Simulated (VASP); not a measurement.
A run of VASP 6.6.1:

Contents of INCAR:

```
PREC     = Accurate       # precision mode
ENCUT    = 520            # plane-wave cutoff, eV
EDIFF    = 1E-6           # SCF threshold, eV
ISMEAR   = 0              # smearing method
SIGMA    = 0.1            # smearing width, eV
LREAL    = False          # projectors in reciprocal space
LASPH    = True           # aspherical terms in the spheres
NELM     = 100            # most SCF steps
ALGO     = Normal         # electronic algorithm
ISIF     = 2              # what is computed and relaxed
LWAVE    = False          # write WAVECAR
LCHARG   = False          # write CHGCAR
GGA      = PE             # functional
NBANDS   = 26             # bands
```

File KPOINTS:

```
regular mesh
0
Gamma
  4 6 4
```

Contents of POSCAR:

```
SiC
1.0
    5.1035142300      0.0000000000      0.0000000000
    0.0000000000      3.1176070300      0.0000000000
    0.0000000000      0.0000000000      5.2403714200
Si C
4 4
Direct
    0.8210678200      0.7500000000      0.4095370000
    0.6789321800      0.2500000000      0.9095370000
    0.3210678200      0.7500000000      0.0904630000
    0.1789321800      0.2500000000      0.5904630000
    0.8210678200      0.2500000000      0.5904630000
    0.6789321800      0.7500000000      0.0904630000
    0.3210678200      0.2500000000      0.9095370000
    0.1789321800      0.7500000000      0.4095370000
```

Potentials or basis: VASP PAW PBE potentials, release 64 (Si, C).

The run is started by

```bash
$ cat potpaw_PBE.64/Si/POTCAR potpaw_PBE.64/C/POTCAR > POTCAR
$ mpirun -np 1 vasp_std > vasp.out
```

Hardware: 1 thread of AMD EPYC 9R45 96-Core Processor (Zen 5), on a shared host.

Problem. How long does it take, and how much memory?

Solution. Wall time 41 s on 1 thread of AMD EPYC 9R45 96-Core Processor (Zen 5), with other jobs on the host, peak memory 0.18 GiB. Counts: scf iterations 14, k points 36.
